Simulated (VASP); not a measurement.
Set up this calculation in VASP 6.6.1, as the native input.

```yaml
Task: single point
Functional: PBEsol
Dispersion: D4
Potentials_or_basis: VASP PAW PBE potentials, release 64 (Cd)
Cutoff: 500 eV
k_mesh: 6 × 6 × 4
Occupations: tetrahedron
Spin: no spin polarisation
Dipole_correction: no
Further_INCAR_settings: ALGO = Normal; EDIFF = 1e-06; NBANDS = 19
```

The structure of Cd lies in POSCAR:

```
Cd
1.0
    2.9788725081      0.0000000000      0.0000000000
   -1.4894362540      2.5797792666      0.0000000000
    0.0000000000      0.0000000000      5.6176500000
Cd
2
Direct
    0.3333333333      0.6666666667      0.2500000000
    0.6666666667      0.3333333333      0.7500000000
```

One way to write it, as run:

INCAR

```
SYSTEM = Cd
ALGO = Normal
EDIFF = 1E-6
ENCUT = 500
GGA = PS
GGA_COMPAT = .False.
ISIF = 2
ISMEAR = -5
IVDW = 13
LASPH = .True.
LCHARG = .False.
LREAL = .False.
LWAVE = .False.
NBANDS = 19
NELM = 120
PREC = Accurate
SIGMA = 0.1
```

KPOINTS

```
k-points
0
Gamma
  6 6 4
  0 0 0
```

Potentials or basis: VASP PAW PBE potentials, release 64 (Cd).

Command:

```console
$ cat potpaw_PBE.64/Cd/POTCAR > POTCAR
$ mpirun -np 1 vasp_std > vasp.out
```

Results of the run:

| Item | Value |
| --- | --- |
| Pressure | -2.5 GPa |
| Band gap on the k mesh | zero (band 12 reaches 3.82 eV, above the bottom of band 13 at -0.24 eV) |
| Dispersion energy per atom | -0.236 eV |

Caveat: the k points lie up to 0.41 Å⁻¹ apart; the PAW data sets were made with another functional, which shifts forces and pressure a little; pairwise dispersion overbinds metals, which lowers pressure and volume; tetrahedron occupations give inexact forces and stress in metals.

Run time: 25 s on 1 thread of Intel Xeon 8259CL, on a shared host, peak memory 0.16 GiB.
